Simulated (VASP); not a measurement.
Set up this calculation in VASP 6.6.1, as the native input.

- Task: relaxation of cell and atoms
- Functional: PBE
- Potentials or basis: VASP PAW PBE potentials, release 64 (Cd, H)
- Cutoff: 600 eV
- k mesh: 12 × 12 × 4
- Occupations: gaussian, width 0.1 eV
- Spin: no spin polarisation
- Dipole correction: no
- Further INCAR settings: ALGO = Normal; EDIFF = 1e-06; IBRION = 2; EDIFFG = -0.025; NSW = 90; ISIF = 3

The structure of CdH lies in POSCAR:

```
CdH
1.0
    3.2393891861      0.0000000000      0.0000000000
   -1.6196945931      2.8053933279      0.0000000000
    0.0000000000      0.0000000000     13.0143466258
Cd H
4 4
Direct
    1.0000000000      1.0000000000      0.0000000000
    0.3333333333      0.6666666667      0.2500000000
    1.0000000000      1.0000000000      0.5000000000
    0.6666666667      0.3333333333      0.7500000000
    0.0000000000      0.0000000000      0.6517537987
    0.0000000000      0.0000000000      0.3482462013
    0.0000000000      0.0000000000      0.1517537987
    0.0000000000      0.0000000000      0.8482462013
```

These files were run (other wordings do the same):

INCAR

```
ALGO = Normal
EDIFF = 1E-6
EDIFFG = -0.025
ENCUT = 600
GGA = PE
IBRION = 2
ISIF = 3
ISMEAR = 0
LASPH = True
LCHARG = False
LREAL = False
LWAVE = False
NELM = 100
NSW = 90
PREC = Accurate
SIGMA = 0.1
```

KPOINTS

```
k-points
0
Gamma
  12 12 4
```

Potentials or basis: VASP PAW PBE potentials, release 64 (Cd, H).

Launch:

```console
$ cat potpaw_PBE.64/Cd/POTCAR potpaw_PBE.64/H/POTCAR > POTCAR
$ mpirun -np 1 vasp_std > vasp.out
```

Results of the run:

The relaxed volume is 14.52 Å³/atom. The relaxed cell is a = 3.110 Å, b = 3.110 Å, c = 13.868 Å, α = 90.00°, β = 90.00°, γ = 120.00° and the space group after relaxing (to 0.1 Å) is P6_3/mmc (No. 194). The energy gained by relaxing is 13.2 meV/atom. The ionic steps are 12 and the pressure after relaxing is -0.1 GPa. The band gap on the k mesh is zero (bands 26 and 27 overlap by 1.21 eV).

It took 17 min on 1 thread of AMD EPYC 9R45 96-Core Processor (Zen 5) (shared host), peak memory 0.39 GiB.
